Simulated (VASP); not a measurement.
# Fe: single point with r2SCAN

Crystal: Fe.

```
Fe
1.0
    -1.43318    1.43318    1.43318
     1.43318   -1.43318    1.43318
     1.43318    1.43318   -1.43318
Fe
1
Direct
  0.00000 0.00000 0.00000
```

```yaml
Program: VASP 6.6.1
Task: single point
Functional: r2SCAN
Potentials_or_basis: VASP PAW PBE potentials, release 64 (Fe)
Cutoff: 520 eV
k_mesh: 20 × 20 × 20
Occupations: gaussian, width 0.1 eV
Spin: collinear spin, ferromagnetic start
Starting_moments: "[3.07] μB"
```

* Pressure: -0.3 GPa
* Net moment: 2.65 μB per cell
* Site moments: Fe +2.72 μB
* Valence electrons inside the program's atomic spheres: Fe 7.20

Levels at points of the mesh, in eV from the Fermi level:
Spin up:
```
           k point  band 3  band 4  band 5  band 6  band 7  band 8
(0.00, 0.00, 0.00)   -3.07   -3.07   -1.87   -1.87   25.63   25.63
(0.50, 0.00, 0.00)   -1.83   -1.71   -0.54    0.56    6.88   18.79
(0.50, 0.50, 0.50)   -0.80   -0.80   -0.80    9.94    9.94    9.94
```
Spin down:
| k point | band 1 | band 2 | band 3 | band 4 | band 5 | band 6 | band 7 | band 8 |
| --- | --- | --- | --- | --- | --- | --- | --- | --- |
| (0.00, 0.00, 0.00) | -9.12 | 0.35 | 0.35 | 0.35 | 2.56 | 2.56 | 25.27 | 25.27 |
| (0.50, 0.00, 0.00) | -3.51 | -1.06 | -0.02 | 2.39 | 2.85 | 3.40 | 9.16 | 18.73 |
| (0.50, 0.50, 0.50) | -2.67 | -2.67 | 3.09 | 3.09 | 3.09 | 10.29 | 10.29 | 10.29 |

It took 3 min on 1 thread of AMD EPYC 9R14 (Zen 4), on a shared host, peak memory 0.14 GiB.

Caveat: the PAW data sets were made with another functional, which shifts forces and pressure a little.
